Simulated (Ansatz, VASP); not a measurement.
Two plane-wave programs on Os

Contents of POSCAR:

```
Os
1.0
    0.0000000000      1.8907896525      1.8907896525
    1.8907896525      0.0000000000      1.8907896525
    1.8907896525      1.8907896525      0.0000000000
Os
1
Direct
    0.0000000000      0.0000000000      0.0000000000
```

File INCAR.step1:

```
SYSTEM = Os
ALGO = Normal ; EDIFF = 1E-5
ENCUT = 620 ; GGA = PE
GGA_COMPAT = .False. ; ISMEAR = -1
LASPH = .True. ; LCHARG = .False.
LREAL = .False. ; LWAVE = .True.
NBANDS = 14 ; NELM = 120
PREC = Accurate ; SIGMA = 0.1
```

The input INCAR.step2:

```
SYSTEM = Os
ALGO = Normal ; EDIFF = 1E-6
ENCUT = 620 ; GGA_COMPAT = .False.
ISIF = 2 ; ISMEAR = -1
ISTART = 1 ; LASPH = .True.
LCHARG = .False. ; LMIXTAU = .True.
LREAL = .False. ; LWAVE = .False.
METAGGA = R2SCAN ; NBANDS = 14
NELM = 120 ; PREC = Accurate
SIGMA = 0.1
```

File KPOINTS:

```
k-points
0
Gamma
  16 16 16
  0 0 0
```

Input for Ansatz:

```yaml
crystal:
  lattice:
    - [0.0, 1.8907896525, 1.8907896525]
    - [1.8907896525, 0.0, 1.8907896525]
    - [1.8907896525, 1.8907896525, 0.0]
  atoms:
    - { symbol: Os, position: [0.0, 0.0, 0.0] }
hamiltonian:
  xc: r2scan
  pseudopotentials:
    kind: paw
    azcp:
      Os: "pseudopotentials/Os.paw.azcp"
basis:
  ecutwfc: 500
  fft_grid_basis: typed
kpoints:
  mp_grid: { grid: [16, 16, 16], shift: [0, 0, 0] }
magnetization:
  spin_polarized: false
scf:
  occupations: { method: fermi_dirac, width: 0.1 }
  lower_state_search: "off"
output:
  stress: true
  write_density: true
  write_potential: true
  elf: true
  volumetric_format: npy
```

Alike in both runs: task single point; functional r2SCAN; k mesh 16 × 16 × 16; occupations fermi-dirac, width 0.1 eV; no spin polarisation.

|  | VASP | Ansatz |
| --- | --- | --- |
| version | VASP 6.6.1 | Ansatz 0.2.0 |
| potentials or method | VASP PAW PBE potentials, release 64 (Os_sv_GW), cutoff 620 eV | plane waves (500 eV) with PAW, scalar-relativistic |
| valence electrons in the cell | 16 | 16 |

VASP gave:

| Item | Value |
| --- | --- |
| pressure (GPa) | 17.9 |

What did Ansatz give for the same quantities?

Pressure (GPa): 18.6.

VASP's potentials were made for PBE, not for r2SCAN.

Spin-orbit coupling is off throughout.
